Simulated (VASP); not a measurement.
# Al2As3 (R-3m) in VASP: notebook, part 2 of 2

VASP 6.6.1. The steps go on from the part before.

## (5) Single point, PBE

This run uses another cell than the first one, of 19.38 Å³/atom.

INCAR reads:

```
SYSTEM = Al2As3
ALGO = Normal
EDIFF = 1E-7
ENCUT = 520
GGA = PE
ISIF = 2
ISMEAR = 0
LASPH = .True.
LCHARG = .True.
LELF = .True.
LREAL = .False.
LVHAR = .True.
LWAVE = .False.
NBANDS = 18
NELM = 80
PREC = Accurate
SIGMA = 0.1
```

KPOINTS reads:

```
k-points
0
Gamma
  12 12 12
  0 0 0
```

POSCAR reads:

```
Al2As3
1.0
    1.8872447062      1.0896012391      7.8517648519
   -1.8872447062      1.0896012391      7.8517648519
    0.0000000000     -2.1792024783      7.8517648519
Al As
2 3
Direct
    0.3964249251      0.3964249251      0.3964249251
    0.6035750749      0.6035750749      0.6035750749
    0.0000000000      0.0000000000      0.0000000000
    0.2005575040      0.2005575040      0.2005575040
    0.7994424960      0.7994424960      0.7994424960
```

Potentials or basis: VASP PAW PBE potentials, release 64 (Al, As).

The run is started by

```bash
$ cat potpaw_PBE.64/Al/POTCAR potpaw_PBE.64/As/POTCAR > POTCAR
$ mpirun -np 1 vasp_std > vasp.out
```

OUTCAR:

```text
SYSTEM = Al2As3
   EDIFF = 1E-7
   ENCUT = 520
   GGA = PE
   ISIF = 2
   ISMEAR = 0
   LASPH = .True.
   LREAL = .False.
   NELM = 80
   PREC = Accurate

 ion  position               nearest neighbor table
   1  0.396  0.396  0.396-   3 2.64   3 2.64   3 2.64   5 2.73   5 2.73   5 2.73
   2  0.604  0.604  0.604-   3 2.64   3 2.64   3 2.64   4 2.73   4 2.73   4 2.73
   3  0.000  0.000  0.000-   2 2.64   1 2.64   2 2.64   2 2.64   1 2.64   1 2.64
   4  0.201  0.201  0.201-   5 2.70   5 2.70   5 2.70   2 2.73   2 2.73   2 2.73
   5  0.799  0.799  0.799-   4 2.70   4 2.70   4 2.70   1 2.73   1 2.73   1 2.73

  LATTYP: Found a trigonal (rhomboedric) cell.
 ALAT       =     8.1485664218
 COS(alpha) =     0.8927187050

  Lattice vectors:

 A1 = (   1.8872447062,   1.0896012391,   7.8517648519)
 A2 = (  -1.8872447062,   1.0896012391,   7.8517648519)
 A3 = (   0.0000000000,  -2.1792024783,   7.8517648519)

Analysis of symmetry for initial positions (statically):
=====================================================================
 Subroutine PRICEL returns:
 Original cell was already a primitive cell.

 Routine SETGRP: Setting up the symmetry group for a
 trigonal (rhombohedral) supercell.

 Subroutine GETGRP returns: Found 12 space group operations
 (whereof 12 operations were pure point group operations)
 out of a pool of 12 trial point group operations.

The static configuration has the point symmetry D_3d.

Analysis of symmetry for dynamics (positions and initial velocities):
=====================================================================
 Subroutine PRICEL returns:
 Original cell was already a primitive cell.

 Routine SETGRP: Setting up the symmetry group for a
 trigonal (rhombohedral) supercell.

 Subroutine GETGRP returns: Found 12 space group operations
 (whereof 12 operations were pure point group operations)
 out of a pool of 12 trial point group operations.

The dynamic configuration has the point symmetry D_3d.

 Subroutine INISYM returns: Found 12 space group operations
 (whereof 12 operations are pure point group operations),
 and found     1 'primitive' translations

----------------------------------------------------------------------------------------

                                     Primitive cell

  volume of cell :      96.8756

  direct lattice vectors                    reciprocal lattice vectors
     1.887244706  1.089601239  7.851764852     0.264936496  0.152961157  0.042453301
    -1.887244706  1.089601239  7.851764852    -0.264936496  0.152961157  0.042453301
     0.000000000 -2.179202478  7.851764852     0.000000000 -0.305922315  0.042453301

  length of vectors
     8.148566422  8.148566422  8.148566422     0.308853923  0.308853923  0.308853923

  position of ions in fractional coordinates (direct lattice)
     0.396424925  0.396424925  0.396424925
     0.603575075  0.603575075  0.603575075
     0.000000000  0.000000000  0.000000000
     0.200557504  0.200557504  0.200557504
     0.799442496  0.799442496  0.799442496

  ion indices of the primitive-cell ions
   primitive index   ion index
                 1           1
                 2           2
                 3           3
[... 29 lines left out ...]
 Following reciprocal coordinates:
            Coordinates               Weight
  0.000000  0.000000  0.000000      1.000000
  0.083333  0.000000  0.000000      6.000000
  0.166667  0.000000 -0.000000      6.000000
  0.250000  0.000000  0.000000      6.000000
  0.333333 -0.000000  0.000000      6.000000
  0.416667  0.000000 -0.000000      6.000000
[... 16 lines left out ...]
  0.500000  0.166667  0.000000     12.000000
 -0.416667  0.166667  0.000000     12.000000
 [... further k-points ...]
   k-points           NKPTS =    189   k-points in BZ     NKDIM =    189   number of bands    NBANDS=     18
   number of dos      NEDOS =    301   number of ions     NIONS =      5
   total plane-waves  NPLWV = 262144
   dimension x,y,z NGX =    64 NGY =   64 NGZ =   64
   dimension x,y,z NGXF=   128 NGYF=  128 NGZF=  128
   ions per type =               2   3
   NGX,Y,Z   is equivalent  to a cutoff of  13.06, 13.06, 13.06 a.u.
   NGXF,Y,Z  is equivalent  to a cutoff of  26.11, 26.11, 26.11 a.u.
 SYSTEM =  Al2As3
   PREC   = accura    normal or accurate (medium, high low for compatibility)
   ISTART =      0    job   : 0-new  1-cont  2-samecut
   ICHARG =      2    charge: 1-file 2-atom 10-const
   ISPIN  =      1    spin polarized calculation?
   LNONCOLLINEAR =      F non collinear calculations
   LSORBIT =      F    spin-orbit coupling
   LASPH  =      T    aspherical Exc in radial PAW
   ENCUT  =  520.0 eV  38.22 Ry    6.18 a.u.  15.15 15.15 15.15*2*pi/ulx,y,z
   NELM   =     80;   NELMIN=  2; NELMDL= -5     # of ELM steps
   EDIFF  = 0.1E-06   stopping-criterion for ELM
   LREAL  =      F    real-space projection
   EDIFFG = 0.1E-05   stopping-criterion for IOM
   NSW    =      0    number of steps for IOM
   IBRION =     -1    ionic relax: 0-MD 1-quasi-New 2-CG
   NFREE  =      0    steps in history (QN), initial steepest desc. (CG)
   ISIF   =      2    stress and relaxation
   ISYM   =      2    0-nonsym 1-usesym 2-fastsym
   POTIM  = 0.5000    time-step for ionic-motion
   TEBEG  =    0.0;   TEEND  =   0.0 temperature during run
   PSTRESS=    0.0 pullay stress
   NELECT =      21.0000    total number of electrons
   NUPDOWN=      -1.0000    fix difference up-down
   EMIN   =  10.00;   EMAX   =-10.00  energy-range for DOS
   EFERMI =   0.00;   METHOD = LEGACY
   ISMEAR =     0;   SIGMA  =   0.10  broadening in eV -4-tet -1-fermi 0-gaus
   EFERMI_NEDOS =   21; number of points for ismear=-14 and -15
   IALGO  =     38    algorithm
   IMIX   =      4    mixing-type and parameters
     AMIX     =   0.40;   BMIX     =  1.00
     AMIX_MAG =   1.60;   BMIX_MAG =  1.00
  volume/ion in A,a.u.               =      19.38       130.75
  Fermi-wavevector in a.u.,A,eV,Ry     =   0.983429  1.858412 13.158646  0.967133
  Thomas-Fermi vector in A             =   2.114587
   LORBIT       =      0    0 simple, 1 ext, 2 COOP (PROOUT), +10 PAW based schemes
   GGA     = PE    functional components
   LHFCALC =     F    Hartree Fock is set to
   AEXX    =    0.0000 exact exchange contribution
   IVDW    =     0    specifies the selected vdW correction
   LEPSILON=     F    determine dielectric tensor
   LRPA    =     F    only Hartree local field effects (RPA)
 non-spin polarized calculation
 Gauss-broadening in eV      SIGMA  =   0.10
  energy-cutoff  :      520.00
  volume of cell :       96.88
 maximum number of plane-waves:      2635
 NGX is ok and might be reduce to    64
   NGX = 31   NGY = 31   NGZ = 31

 number of electron      20.9999999 magnetization

 Free energy of the ion-electron system (eV)
  ---------------------------------------------------
  ext. energy  EPLUGINS =         0.00000000
  ---------------------------------------------------
  free energy    TOTEN  =       -21.84158098 eV

  energy without entropy =      -21.83497185  energy(sigma->0) =      -21.83827641

 E-fermi :   6.1624     XC(G=0): -10.1130

 val. band max:        6.1616596759   @ k =  -0.2500   0.3333   0.0833
 cond. band min:       6.1680986801   @ k =  -0.4167   0.4167   0.1667
 fundamental gap:      0.0064390042
 Fermi energy:         6.1624344311

 k-point     1 :       0.0000    0.0000    0.0000
  band No.  band energies     occupation
      1      -7.7229      2.00000
      2      -6.0932      2.00000
      3      -4.2719      2.00000
      4       1.4820      2.00000
      5       2.2793      2.00000
      6       5.0412      2.00000
[... 481 lines left out ...]
      5       0.2965      2.00000
      6       1.1349      2.00000
[... 10 lines left out ...]
     17      12.2020      0.00000
     18      12.8107      0.00000

 [... further k-points ...]

------------------------ aborting loop because EDIFF is reached ----------------------------------------

  FORCE on cell =-STRESS in cart. coord.  units (eV):
  Direction    XX          YY          ZZ          XY          YZ          ZX
  --------------------------------------------------------------------------------------
  -------------------------------------------------------------------------------------
  Total        0.0714538      0.0714538      0.0884504      0.0000000     -0.0000000      0.0000000
  in kB        1.1817398      1.1817398      1.4628380      0.0000000     -0.0000000      0.0000000
  external PRESSURE =       1.2754392 kB  Pullay stress =       0.0000000 kB

 VOLUME and BASIS-vectors are now :
 -----------------------------------------------------------------------------
  energy-cutoff  :      520.00
  volume of cell :       96.88
      direct lattice vectors                 reciprocal lattice vectors
     1.887244706  1.089601239  7.851764852     0.264936496  0.152961157  0.042453301
    -1.887244706  1.089601239  7.851764852    -0.264936496  0.152961157  0.042453301
     0.000000000 -2.179202478  7.851764852     0.000000000 -0.305922315  0.042453301

 POSITION                                       TOTAL-FORCE (eV/Angst)
 -----------------------------------------------------------------------------------
      0.00000     -0.00000      9.33791        -0.000000     -0.000000      0.001089
      0.00000     -0.00000     14.21739        -0.000000      0.000000     -0.001089
      0.00000      0.00000      0.00000         0.000000     -0.000000      0.000000
      0.00000     -0.00000      4.72419        -0.000000     -0.000000      0.002130
      0.00000     -0.00000     18.83110        -0.000000      0.000000     -0.002130
 -----------------------------------------------------------------------------------
    total drift:                               -0.000000     -0.000000      0.000000

  FREE ENERGIE OF THE ION-ELECTRON SYSTEM (eV)
  ---------------------------------------------------
  free  energy   TOTEN  =       -21.8415809764 eV

  energy  without entropy=      -21.8349718514  energy(sigma->0) =      -21.83827641
```

Run time: 31 min. Hardware: 1 thread of Intel Xeon Platinum 8259CL at 2.50GHz (Skylake/Cascade Lake), shared host; peak memory 0.73 GiB.

Results:

```
Free energy            : -21.8416 eV
Pressure               : 0.1 GPa
Band gap on the k mesh : zero (an odd number of electrons rules out a gap without spin polarisation)
```

Forces in eV/Å, atoms in the order of the input:
```
Al   0.000  0.000  0.001
Al   0.000  0.000 -0.001
As   0.000  0.000  0.000
As   0.000  0.000  0.002
As   0.000  0.000 -0.002
```

Caveat: an odd number of electrons without spin polarisation forces a metal; a magnetic or distorted state may lie lower.

## (6) Summary

| task | cell | k mesh | cutoff (eV) | gap on the mesh (eV) | pressure (GPa) | largest force (eV/Å) |
| --- | --- | --- | --- | --- | --- | --- |
| single point | a = 8.603 Å, angles 24.2°, 5 atoms, atomic positions A | 6 × 6 × 6 | 520 | none | 3.7 | 0.75 |
| single point | a = 8.017 Å, angles 27.5°, 5 atoms, atomic positions B | 6 × 6 × 6 | 520 | none | 0.1 | 0.02 |
| relaxation of cell and atoms | relaxed from a = 8.603 Å, angles 24.2°, 5 atoms, atomic positions A | 6 × 6 × 6 | 600 | none | 0.2 | 0.02 |
| single point | a = 8.149 Å, angles 26.8°, 5 atoms, atomic positions C | 12 × 12 × 12 | 520 | none | 0.1 | - |

Alike in all rows: level PBE; potentials or basis VASP PAW PBE potentials, release 64 (Al, As); no spin polarisation; smearing gaussian 0.1 eV.

Caveats: an odd number of electrons without spin polarisation forces a metal; a magnetic or distorted state may lie lower; the cell stands under pressure (at least some runs).

Total energies depend on the potentials used, so only differences within one code and one set of settings carry meaning.

The gap in the log of VASP goes by the Fermi energy; the results here count the filled bands.